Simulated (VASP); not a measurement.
Set up this calculation in VASP 6.6.1, as the native input.

* Task: single point
* Functional: r2SCAN
* Potentials or basis: VASP PAW PBE potentials, release 64 (K_sv, F)
* Cutoff: 520 eV
* k mesh: 8 × 8 × 8
* Occupations: gaussian, width 0.05 eV
* Spin: no spin polarisation
* Dipole correction: no
* Further INCAR settings: ALGO = Normal; EDIFF = 1e-06; NBANDS = 15

The system is KF.

```
K F
1.0
     0.65168    3.03587    3.03587
     3.03587    0.65168    3.03587
     3.03587    3.03587    0.65168
K F
1 1
Direct
  0.00000 0.00000 0.00000
  0.50000 0.50000 0.50000
```

This cell differs from its parent crystal: ratio of the length along [111] to the lengths across it x 1.41, volume and fractional coordinates fixed.

These files were run (other wordings do the same):

POSCAR

```
KF
1.0
    0.6516780330      3.0358659586      3.0358659586
    3.0358659586      0.6516780330      3.0358659586
    3.0358659586      3.0358659586      0.6516780330
K F
1 1
Direct
    0.0000000000      0.0000000000      0.0000000000
    0.5000000000      0.5000000000      0.5000000000
```

INCAR.step1

```
SYSTEM = KF
PREC = Accurate
ENCUT = 520
ISMEAR = 0
SIGMA = 0.05
LREAL = .FALSE.
LASPH = .TRUE.
NELM = 60
NBANDS = 15
GGA = PE
ALGO = Normal
EDIFF = 1E-4
LWAVE = .TRUE.
LCHARG = .FALSE.
```

INCAR.step2

```
SYSTEM = KF
PREC = Accurate
ENCUT = 520
EDIFF = 1E-6
ISMEAR = 0
SIGMA = 0.05
LREAL = .FALSE.
LASPH = .TRUE.
NELM = 60
ALGO = Normal
ISIF = 2
LWAVE = .FALSE.
LCHARG = .TRUE.
METAGGA = R2SCAN
LMIXTAU = .TRUE.
LELF = .TRUE.
LVHAR = .TRUE.
NBANDS = 15
ISTART = 1
```

KPOINTS

```
Automatic mesh
0
G
  8 8 8
  0 0 0
```

Potentials or basis: VASP PAW PBE potentials, release 64 (K_sv, F).

Launch:

```sh
$ cat potpaw_PBE.64/K_sv/POTCAR potpaw_PBE.64/F/POTCAR > POTCAR
$ cp INCAR.step1 INCAR
$ mpirun -np 1 vasp_std > vasp.out
$ cp INCAR.step2 INCAR
$ mpirun -np 1 vasp_std > vasp.out
```

Results of the run:

```yaml
Pressure: -2.5 GPa
Band_gap_on_the_k_mesh: 5.87 eV, direct
```

Caveat: the PAW data sets were made with another functional, which shifts forces and pressure a little.

It took 65 s on 1 thread of Intel(R) Xeon(R) 6975P-C (Granite Rapids), with other jobs on the host, peak memory 0.2 GiB.
